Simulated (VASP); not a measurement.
Input of a VASP 6.6.1 run:

INCAR

```
PREC     = Accurate       # precision mode
ENCUT    = 520            # plane-wave cutoff, eV
EDIFF    = 1E-8           # SCF threshold, eV
ISMEAR   = -1             # smearing method
SIGMA    = 0.05           # smearing width, eV
LREAL    = F              # projectors in reciprocal space
LASPH    = T              # aspherical terms in the spheres
NELM     = 80             # most SCF steps
ALGO     = Normal         # electronic algorithm
ISIF     = 2              # what is computed and relaxed
LWAVE    = F              # write WAVECAR
LCHARG   = F              # write CHGCAR
GGA      = CA             # functional
LEFG     = T            
NBANDS   = 18             # bands
```

Contents of KPOINTS:

```
Automatic mesh
0
Gamma
  10 10 10
```

The input POSCAR:

```
YHg
1.0
    3.6800000000      0.0000000000      0.0000000000
    0.0000000000      3.6800000000      0.0000000000
    0.0000000000      0.0000000000      3.6800000000
Y Hg
1 1
Direct
    0.5000000000      0.5000000000      0.5000000000
    0.0000000000      0.0000000000      0.0000000000
```

Potentials or basis: VASP PAW LDA potentials, release 64 (Y_sv, Hg).

Launch:

```console
$ cat potpaw_LDA.64/Y_sv/POTCAR potpaw_LDA.64/Hg/POTCAR > POTCAR
$ mpirun -np 1 vasp_std > vasp.out
```

Question: What does it give for the pressure?

Answer: -3.1 GPa.

Caveat: without QUAD_EFG the Cq values of the log hold for a quadrupole moment of 1 mb, not for the nuclei.
